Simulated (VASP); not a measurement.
A run of VASP 6.6.1:

POSCAR

```
C
1.0
    1.2894276638      0.7444514088      3.2633355684
   -1.2894276638      0.7444514088      3.2633355684
    0.0000000000     -1.4889028176      3.2633355684
C
2
Direct
    0.1640000000      0.1640000000      0.1640000000
    0.8360000000      0.8360000000      0.8360000000
```

Contents of INCAR.step1:

```
PREC = Accurate
ENCUT = 520
ISMEAR = 0
SIGMA = 0.05
LREAL = F
LASPH = T
NELM = 80
NBANDS = 11
GGA = PE
ALGO = Normal
EDIFF = 1E-4
LWAVE = T
LCHARG = F
```

File INCAR.step2:

```
PREC = Accurate
ENCUT = 520
EDIFF = 1E-6
ISMEAR = 0
SIGMA = 0.05
LREAL = F
LASPH = T
NELM = 80
ALGO = Normal
ISIF = 2
LWAVE = F
LCHARG = F
METAGGA = R2SCAN
LMIXTAU = T
NBANDS = 11
ISTART = 1
```

KPOINTS

```
Automatic mesh
0
Gamma
  12 12 12
```

Potentials or basis: VASP PAW PBE potentials, release 64 (C).

The run is started by

```sh
$ cat potpaw_PBE.64/C/POTCAR > POTCAR
$ cp INCAR.step1 INCAR
$ mpirun -np 1 vasp_std > vasp.out
$ cp INCAR.step2 INCAR
$ mpirun -np 1 vasp_std > vasp.out
```

Hardware: 1 thread of AMD EPYC 9R45 96-Core Processor (Zen 5) (shared host).

Problem. Estimate the wall time of this run.

Solution. Run time: 2.3 min on 1 thread of AMD EPYC 9R45 96-Core Processor (Zen 5) (shared host), peak memory 0.14 GiB. Counts: k points 189.
